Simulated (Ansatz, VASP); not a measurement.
One calculation of InAs, two programs

The input INCAR:

```
SYSTEM = InAs
PREC = Accurate
ENCUT = 520
EDIFF = 1E-6
ISMEAR = 0
SIGMA = 0.15
LREAL = .FALSE.
LASPH = .TRUE.
NELM = 80
ALGO = Normal
ISIF = 2
LWAVE = .FALSE.
LCHARG = .FALSE.
GGA = PE
NBANDS = 26
```

File KPOINTS:

```
regular mesh
0
G
  8 8 6
  0 0 0
```

The input POSCAR:

```
InAs
1.0
    0.0000000000     -3.0933796579     -3.0933796579
    0.0000000000      3.0933796579     -3.0933796579
    6.1867593157      0.0000000000      0.0000000000
In As
2 2
Direct
    0.5000000000      0.5000000000      0.5000000000
    0.0000000000      0.0000000000      0.0000000000
    1.0000000000      0.5000000000      0.2500000000
    0.5000000000      0.0000000000      0.7500000000
```

Input for Ansatz:

```yaml
crystal:
  lattice:
    - [0.0, -3.0933796579, -3.0933796579]
    - [0.0, 3.0933796579, -3.0933796579]
    - [6.1867593157, 0.0, 0.0]
  atoms:
    - { symbol: In, position: [0.5, 0.5, 0.5] }
    - { symbol: In, position: [0.0, 0.0, 0.0] }
    - { symbol: As, position: [1.0, 0.5, 0.25] }
    - { symbol: As, position: [0.5, 0.0, 0.75] }
basis:
  ecutwfc: 420
kpoints:
  mp_grid: { grid: [8, 8, 6] }
hamiltonian:
  xc: pbe
scf:
  occupations: { method: gaussian, width: 0.15 }
output:
  forces: true
  stress: true
  eigenvalues: true
  write_density: true
  write_potential: true
  elf: true
  volumetric_format: npy
```

Alike in both runs: task single point; functional PBE; k mesh 8 × 8 × 6; occupations gaussian, width 0.15 eV; no spin polarisation.

|  | VASP | Ansatz |
| --- | --- | --- |
| version | VASP 6.6.1 | Ansatz 0.2.0 |
| potentials or method | VASP PAW PBE potentials, release 64 (In_d, As), cutoff 520 eV | scalar-relativistic, plane waves, PAW |
| valence electrons in the cell | 36 | 56 |

|  | VASP | Ansatz | Ansatz less VASP |
| --- | --- | --- | --- |
| gap on the k mesh at the Fermi level (eV) | none | none | - |
| pressure (GPa) | 0.0 | 0.0 | -0.04 |

A gap of «none» marks a metal or a gap that the smearing closes. VASP's potentials hold 36 valence electrons a cell and Ansatz's 56, so a difference there can come from the potentials and not from the codes.
